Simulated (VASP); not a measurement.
# Li4Ru in VASP: a series of runs

The runs below take Li4Ru through single point, with PBE.

All numbers are computed with VASP 6.6.1; they aren't measurements. Logs are shortened: lines on timing, memory, paths and dates and some standing lists are left out, and cuts for length are marked.

**1. The cell of the first run**

The typed cell holds 5 atoms: a = 5.011 Å, b = 5.011 Å, c = 5.011 Å, α = 109.47°, β = 109.47°, γ = 109.47°.

**2. Single point, PBE**

INCAR

```
SYSTEM = Li4Ru
PREC = Accurate
ENCUT = 520
EDIFF = 1E-6
ISMEAR = 0
SIGMA = 0.1
LREAL = .FALSE.
LASPH = .TRUE.
NELM = 80
ALGO = Normal
ISIF = 2
LWAVE = .FALSE.
LCHARG = .FALSE.
GGA = PE
NBANDS = 21
```

KPOINTS

```
Automatic mesh
0
G
  6 6 6
  0 0 0
```

POSCAR

```
Li4Ru
1.0
   -2.8928159791      2.8928159791      2.8928159791
    2.8928159791     -2.8928159791      2.8928159791
    2.8928159791      2.8928159791     -2.8928159791
Li Ru
4 1
Direct
    0.5000591266      0.5000591266      0.5000591266
    0.4999408734      0.0000000000      0.0000000000
    0.0000000000      0.0000000000      0.4999408734
    0.0000000000      0.4999408734      0.0000000000
    0.0000000000      0.0000000000      0.0000000000
```

Potentials or basis: VASP PAW PBE potentials, release 64 (Li_sv, Ru_pv).

Launch:

```bash
> cat potpaw_PBE.64/Li_sv/POTCAR potpaw_PBE.64/Ru_pv/POTCAR > POTCAR
> mpirun -np 1 vasp_std > vasp.out
```

OUTCAR:

```text
SYSTEM = Li4Ru
   PREC = Accurate
   ENCUT = 520
   EDIFF = 1E-6
   ISMEAR = 0
   LREAL = .FALSE.
   LASPH = .TRUE.
   NELM = 80
   ISIF = 2
   GGA = PE

 ion  position               nearest neighbor table
   1  0.500  0.500  0.500-   5 2.50   5 2.51
   2  0.500  0.000  0.000-   5 2.50   5 2.51
   3  0.000  0.000  0.500-   5 2.50   5 2.51
   4  0.000  0.500  0.000-   5 2.50   5 2.51
   5  0.000  0.000  0.000-   1 2.50   2 2.50   3 2.50   4 2.50   1 2.51   3 2.51   4 2.51   2 2.51

  LATTYP: Found a body centered cubic cell.
 ALAT       =     5.7856319582

  Lattice vectors:

 A1 = (  -2.8928159791,   2.8928159791,   2.8928159791)
 A2 = (   2.8928159791,  -2.8928159791,   2.8928159791)
 A3 = (   2.8928159791,   2.8928159791,  -2.8928159791)

Analysis of symmetry for initial positions (statically):
=====================================================================
 Subroutine PRICEL returns:
 Original cell was already a primitive cell.

 Routine SETGRP: Setting up the symmetry group for a
 body centered cubic supercell.

 Subroutine GETGRP returns: Found 24 space group operations
 (whereof 24 operations were pure point group operations)
 out of a pool of 48 trial point group operations.

The static configuration has the point symmetry T_d .

Analysis of symmetry for dynamics (positions and initial velocities):
=====================================================================
 Subroutine PRICEL returns:
 Original cell was already a primitive cell.

 Routine SETGRP: Setting up the symmetry group for a
 body centered cubic supercell.

 Subroutine GETGRP returns: Found 24 space group operations
 (whereof 24 operations were pure point group operations)
 out of a pool of 48 trial point group operations.

The dynamic configuration has the point symmetry T_d .

 Subroutine INISYM returns: Found 24 space group operations
 (whereof 24 operations are pure point group operations),
 and found     1 'primitive' translations

----------------------------------------------------------------------------------------

                                     Primitive cell

  volume of cell :      96.8328

  direct lattice vectors                    reciprocal lattice vectors
    -2.892815979  2.892815979  2.892815979     0.000000000  0.172841966  0.172841966
     2.892815979 -2.892815979  2.892815979     0.172841966  0.000000000  0.172841966
     2.892815979  2.892815979 -2.892815979     0.172841966  0.172841966  0.000000000

  length of vectors
     5.010504253  5.010504253  5.010504253     0.244435452  0.244435452  0.244435452

  position of ions in fractional coordinates (direct lattice)
     0.500059127  0.500059127  0.500059127
     0.499940873  0.000000000  0.000000000
     0.000000000  0.000000000  0.499940873
     0.000000000  0.499940873  0.000000000
     0.000000000  0.000000000  0.000000000

  ion indices of the primitive-cell ions
   primitive index   ion index
                 1           1
                 2           2
                 3           3
                 4           4
                 5           5

----------------------------------------------------------------------------------------

 KPOINTS: Automatic mesh

Automatic generation of k-mesh.
 Grid dimensions read from file:
 generate k-points for:    6    6    6

 Generating k-lattice:

  Cartesian coordinates                     Fractional coordinates (reciprocal lattice)
     0.000000000  0.028806994  0.028806994     0.166666667  0.000000000  0.000000000
     0.028806994  0.000000000  0.028806994     0.000000000  0.166666667  0.000000000
     0.028806994  0.028806994  0.000000000     0.000000000  0.000000000  0.166666667

  Length of vectors
     0.040739242  0.040739242  0.040739242

  Shift w.r.t. Gamma in fractional coordinates (k-lattice)
     0.000000000  0.000000000  0.000000000

 Subroutine IBZKPT returns following result:
 ===========================================

 Found     16 irreducible k-points:

 Following reciprocal coordinates:
            Coordinates               Weight
  0.000000  0.000000  0.000000      1.000000
  0.166667  0.000000  0.000000     12.000000
  0.333333  0.000000  0.000000     12.000000
  0.500000  0.000000  0.000000      6.000000
  0.166667  0.166667  0.000000     24.000000
  0.333333  0.166667  0.000000     48.000000
[... 8 lines left out ...]
  0.500000  0.500000  0.333333     12.000000
  0.500000  0.500000  0.500000      1.000000
   k-points           NKPTS =     16   k-points in BZ     NKDIM =     16   number of bands    NBANDS=     21
   number of dos      NEDOS =    301   number of ions     NIONS =      5
   total plane-waves  NPLWV =  64000
   dimension x,y,z NGX =    40 NGY =   40 NGZ =   40
   dimension x,y,z NGXF=    80 NGYF=   80 NGZF=   80
   ions per type =               4   1
   NGX,Y,Z   is equivalent  to a cutoff of  13.27, 13.27, 13.27 a.u.
   NGXF,Y,Z  is equivalent  to a cutoff of  26.54, 26.54, 26.54 a.u.
 SYSTEM =  Li4Ru
   PREC   = accura    normal or accurate (medium, high low for compatibility)
   ISTART =      0    job   : 0-new  1-cont  2-samecut
   ICHARG =      2    charge: 1-file 2-atom 10-const
   ISPIN  =      1    spin polarized calculation?
   LNONCOLLINEAR =      F non collinear calculations
   LSORBIT =      F    spin-orbit coupling
   LASPH  =      T    aspherical Exc in radial PAW
   ENCUT  =  520.0 eV  38.22 Ry    6.18 a.u.   9.32  9.32  9.32*2*pi/ulx,y,z
   NELM   =     80;   NELMIN=  2; NELMDL= -5     # of ELM steps
   EDIFF  = 0.1E-05   stopping-criterion for ELM
   LREAL  =      F    real-space projection
   EDIFFG = 0.1E-04   stopping-criterion for IOM
   NSW    =      0    number of steps for IOM
   IBRION =     -1    ionic relax: 0-MD 1-quasi-New 2-CG
   NFREE  =      0    steps in history (QN), initial steepest desc. (CG)
   ISIF   =      2    stress and relaxation
   ISYM   =      2    0-nonsym 1-usesym 2-fastsym
   POTIM  = 0.5000    time-step for ionic-motion
   TEBEG  =    0.0;   TEEND  =   0.0 temperature during run
   PSTRESS=    0.0 pullay stress
   NELECT =      26.0000    total number of electrons
   NUPDOWN=      -1.0000    fix difference up-down
   EMIN   =  10.00;   EMAX   =-10.00  energy-range for DOS
   EFERMI =   0.00;   METHOD = LEGACY
   ISMEAR =     0;   SIGMA  =   0.10  broadening in eV -4-tet -1-fermi 0-gaus
   EFERMI_NEDOS =   21; number of points for ismear=-14 and -15
   IALGO  =     38    algorithm
   IMIX   =      4    mixing-type and parameters
     AMIX     =   0.40;   BMIX     =  1.00
     AMIX_MAG =   1.60;   BMIX_MAG =  1.00
  volume/ion in A,a.u.               =      19.37       130.69
  Fermi-wavevector in a.u.,A,eV,Ry     =   1.056149  1.995832 15.176625  1.115450
  Thomas-Fermi vector in A             =   2.191374
   LORBIT       =      0    0 simple, 1 ext, 2 COOP (PROOUT), +10 PAW based schemes
   GGA     = PE    functional components
   LHFCALC =     F    Hartree Fock is set to
   AEXX    =    0.0000 exact exchange contribution
   IVDW    =     0    specifies the selected vdW correction
   LEPSILON=     F    determine dielectric tensor
   LRPA    =     F    only Hartree local field effects (RPA)
 non-spin polarized calculation
 Gauss-broadening in eV      SIGMA  =   0.10
  energy-cutoff  :      520.00
  volume of cell :       96.83
 maximum number of plane-waves:      2646
 NGX is ok and might be reduce to    40
   NGX = 19   NGY = 19   NGZ = 19

 number of electron      25.9999967 magnetization

 Free energy of the ion-electron system (eV)
  ---------------------------------------------------
  ext. energy  EPLUGINS =         0.00000000
  ---------------------------------------------------
  free energy    TOTEN  =       -13.94545794 eV

  energy without entropy =      -13.92448122  energy(sigma->0) =      -13.93496958

 E-fermi :   1.3151     XC(G=0):  -7.8921

 val. band max:        1.2677152830   @ k =   0.0000   0.0000   0.0000
 cond. band min:       1.4053929102   @ k =   0.3333   0.1667   0.0000
 fundamental gap:      0.1376776271
 Fermi energy:         1.3151344183

 k-point     1 :       0.0000    0.0000    0.0000
  band No.  band energies     occupation
      1     -44.3233      2.00000
      2     -44.3001      2.00000
      3     -44.3001      2.00000
      4     -44.3001      2.00000
      5     -39.1960      2.00000
      6     -39.1960      2.00000
[... 13 lines left out ...]
     20       7.3784      0.00000
     21       8.1701      0.00000

 k-point     2 :       0.1667    0.0000    0.0000
  band No.  band energies     occupation
      1     -44.3223      2.00000
      2     -44.3019      2.00000
      3     -44.3004      2.00000
      4     -44.3001      2.00000
      5     -39.1960      2.00000
      6     -39.1954      2.00000
[... 13 lines left out ...]
     20       8.3234      0.00000
     21       8.8012      0.00000

 k-point     3 :       0.3333    0.0000    0.0000
  band No.  band energies     occupation
      1     -44.3187      2.00000
      2     -44.3068      2.00000
      3     -44.3011      2.00000
      4     -44.3001      2.00000
      5     -39.1960      2.00000
      6     -39.1941      2.00000
[... 13 lines left out ...]
     20       9.0535      0.00000
     21       9.3216      0.00000
[... 265 lines left out ...]
 k-point    15 :       0.5000    0.5000    0.3333
  band No.  band energies     occupation
      1     -44.3143      2.00000
      2     -44.3136      2.00000
      3     -44.3124      2.00000
      4     -44.2903      2.00000
      5     -39.1922      2.00000
      6     -39.1916      2.00000
[... 13 lines left out ...]
     20       8.1457      0.00000
     21       9.5641      0.00000

 k-point    16 :       0.5000    0.5000    0.5000
  band No.  band energies     occupation
      1     -44.3142      2.00000
      2     -44.3142      2.00000
      3     -44.3142      2.00000
      4     -44.2889      2.00000
      5     -39.1909      2.00000
      6     -39.1909      2.00000
[... 13 lines left out ...]
     20       9.4941      0.00000
     21       9.4941      0.00000

------------------------ aborting loop because EDIFF is reached ----------------------------------------

  FORCE on cell =-STRESS in cart. coord.  units (eV):
  Direction    XX          YY          ZZ          XY          YZ          ZX
  --------------------------------------------------------------------------------------
  -------------------------------------------------------------------------------------
  Total        0.1232573      0.1232573      0.1232573      0.0000000     -0.0000000      0.0000000
  in kB        2.0393917      2.0393917      2.0393917      0.0000000     -0.0000000      0.0000000
  external PRESSURE =       2.0393917 kB  Pullay stress =       0.0000000 kB

 VOLUME and BASIS-vectors are now :
 -----------------------------------------------------------------------------
  energy-cutoff  :      520.00
  volume of cell :       96.83
      direct lattice vectors                 reciprocal lattice vectors
    -2.892815979  2.892815979  2.892815979     0.000000000  0.172841966  0.172841966
     2.892815979 -2.892815979  2.892815979     0.172841966  0.000000000  0.172841966
     2.892815979  2.892815979 -2.892815979     0.172841966  0.172841966  0.000000000

 POSITION                                       TOTAL-FORCE (eV/Angst)
 -----------------------------------------------------------------------------------
      1.44658      1.44658      1.44658        -0.000587     -0.000587     -0.000587
     -1.44624      1.44624      1.44624        -0.000587      0.000587      0.000587
      1.44624      1.44624     -1.44624         0.000587      0.000587     -0.000587
      1.44624     -1.44624      1.44624         0.000587     -0.000587      0.000587
      0.00000      0.00000      0.00000        -0.000000     -0.000000     -0.000000
 -----------------------------------------------------------------------------------
    total drift:                                0.000000      0.000000      0.000000

  FREE ENERGIE OF THE ION-ELECTRON SYSTEM (eV)
  ---------------------------------------------------
  free  energy   TOTEN  =       -13.9454579385 eV

  energy  without entropy=      -13.9244812208  energy(sigma->0) =      -13.93496958
```

Wall time 19 s (1 thread of AMD EPYC 9R45 (Zen 5), shared host); peak memory 0.21 GiB.

Results:

* Free energy: -13.9455 eV
* Band gap on the k mesh: zero (band 13 reaches 1.27 eV, above the bottom of band 14 at 1.20 eV)

Levels at points of the mesh, in eV from the Fermi level:
```tsv
k point	band 10	band 11	band 12	band 13	band 14	band 15	band 16	band 17
(0.00, 0.00, 0.00)	-0.18	-0.18	-0.05	-0.05	2.75	2.75	2.75	3.60
(0.50, 0.00, 0.00)	-0.63	-0.45	-0.35	-0.12	-0.11	1.94	2.73	3.58
(0.50, 0.50, 0.50)	-1.21	-0.45	-0.45	-0.45	1.84	1.84	1.84	2.61
```

Caveat: the cutoff is under 1.25 times the usual one of these potentials, so pressure, stress and relaxed cells hold a basis-set (Pulay) error.

**3. Single point, PBE, collinear spin, ferromagnetic start**

INCAR

```
PREC = Accurate ; ENCUT = 520
EDIFF = 1E-6 ; ISMEAR = 0
SIGMA = 0.1 ; LREAL = False
LASPH = True ; NELM = 150
ALGO = Normal ; ISIF = 2
LWAVE = False ; LCHARG = False
ISPIN = 2 ; MAGMOM = 0 0 0 0 1
LORBIT = 11 ; LMAXMIX = 4
GGA = PE ; NBANDS = 25
```

KPOINTS

```
Automatic mesh
0
Gamma
  4 4 4
```

POSCAR

```
Li4Ru
1.0
   -2.8928159791      2.8928159791      2.8928159791
    2.8928159791     -2.8928159791      2.8928159791
    2.8928159791      2.8928159791     -2.8928159791
Li Ru
4 1
Direct
    0.5000000000      0.5000000000      0.5000000000
    0.5000000000      0.0000000000      0.0000000000
    0.0000000000      0.0000000000      0.5000000000
    0.0000000000      0.5000000000      0.0000000000
    0.0000000000      0.0000000000      0.0000000000
```

Potentials or basis: VASP PAW PBE potentials, release 64 (Li_sv, Ru_pv).

Launch:

```bash
> cat potpaw_PBE.64/Li_sv/POTCAR potpaw_PBE.64/Ru_pv/POTCAR > POTCAR
> mpirun -np 1 vasp_std > vasp.out
```

OUTCAR:

```text
PREC = Accurate
   ENCUT = 520
   EDIFF = 1E-6
   ISMEAR = 0
   LREAL = False
   LASPH = True
   NELM = 150
   ISIF = 2
   ISPIN = 2
   LORBIT = 11
   GGA = PE

 ion  position               nearest neighbor table
   1  0.500  0.500  0.500-   5 2.51   5 2.51
   2  0.500  0.000  0.000-   5 2.51   5 2.51
   3  0.000  0.000  0.500-   5 2.51   5 2.51
   4  0.000  0.500  0.000-   5 2.51   5 2.51
   5  0.000  0.000  0.000-   1 2.51   2 2.51   3 2.51   4 2.51   3 2.51   4 2.51   2 2.51   1 2.51

  LATTYP: Found a body centered cubic cell.
 ALAT       =     5.7856319582
[... 661 lines left out ...]
     2.892815979 -2.892815979  2.892815979     0.172841966  0.000000000  0.172841966
     2.892815979  2.892815979 -2.892815979     0.172841966  0.172841966  0.000000000

 POSITION                                       TOTAL-FORCE (eV/Angst)
 -----------------------------------------------------------------------------------
      1.44641      1.44641      1.44641         0.000000     -0.000000      0.000000
     -1.44641      1.44641      1.44641        -0.000000      0.000000      0.000000
      1.44641      1.44641     -1.44641        -0.000000      0.000000      0.000000
      1.44641     -1.44641      1.44641         0.000000     -0.000000     -0.000000
      0.00000      0.00000      0.00000         0.000000      0.000000     -0.000000
 -----------------------------------------------------------------------------------
    total drift:                                0.000000     -0.000000      0.000000

  FREE ENERGIE OF THE ION-ELECTRON SYSTEM (eV)
  ---------------------------------------------------
  free  energy   TOTEN  =       -13.9774425982 eV

  energy  without entropy=      -13.9617071327  energy(sigma->0) =      -13.96957487

 total charge

# of ion       s       p       d       tot
------------------------------------------
    1        2.034   0.063   0.000   2.097
    2        2.034   0.063   0.000   2.097
    3        2.034   0.063   0.000   2.097
    4        2.034   0.063   0.000   2.097
    5        0.400   5.986   6.364  12.750
--------------------------------------------------
tot          8.537   6.236   6.364  21.138

 magnetization (x)

# of ion       s       p       d       tot
------------------------------------------
    1       -0.002  -0.003   0.000  -0.005
    2       -0.002  -0.003   0.000  -0.005
    3       -0.002  -0.003   0.000  -0.005
    4       -0.002  -0.003   0.000  -0.005
    5       -0.001  -0.004   0.351   0.346
--------------------------------------------------
tot         -0.008  -0.016   0.351   0.327
```

It took 29 s on 1 thread of AMD EPYC 9R45 (Zen 5), shared host; peak memory 0.25 GiB.

What came out:

- Free energy: -13.9774 eV
- Net moment: 0.20 μB per cell
- Site moments: Li -0.01; Ru +0.35 μB
- Valence electrons inside the program's atomic spheres: Li 2.10; Ru 12.75

Levels at points of the mesh, in eV from the Fermi level:
Spin up:
```tsv
k point	band 11	band 12	band 13	band 14	band 15	band 16
(0.00, 0.00, 0.00)	-0.32	-0.30	-0.30	2.68	2.68	2.68
(0.50, 0.00, 0.00)	-0.58	-0.49	-0.37	-0.32	1.89	2.66
(0.50, 0.50, 0.50)	-0.59	-0.59	-0.59	1.79	1.79	1.79
```
Spin down:
| k point | band 10 | band 11 | band 12 | band 13 | band 14 | band 15 | band 16 | band 17 |
| --- | --- | --- | --- | --- | --- | --- | --- | --- |
| (0.00, 0.00, 0.00) | -0.20 | -0.20 | 0.04 | 0.04 | 2.68 | 2.68 | 2.68 | 3.46 |
| (0.50, 0.00, 0.00) | -0.64 | -0.49 | -0.37 | -0.07 | -0.04 | 1.82 | 2.65 | 3.51 |
| (0.50, 0.50, 0.50) | -1.27 | -0.48 | -0.48 | -0.48 | 1.73 | 1.73 | 1.73 | 2.60 |

Caveat: the k points lie up to 0.38 Å⁻¹ apart; the cutoff is under 1.25 times the usual one of these potentials, so pressure, stress and relaxed cells hold a basis-set (Pulay) error.

[end of part 1 of 2]
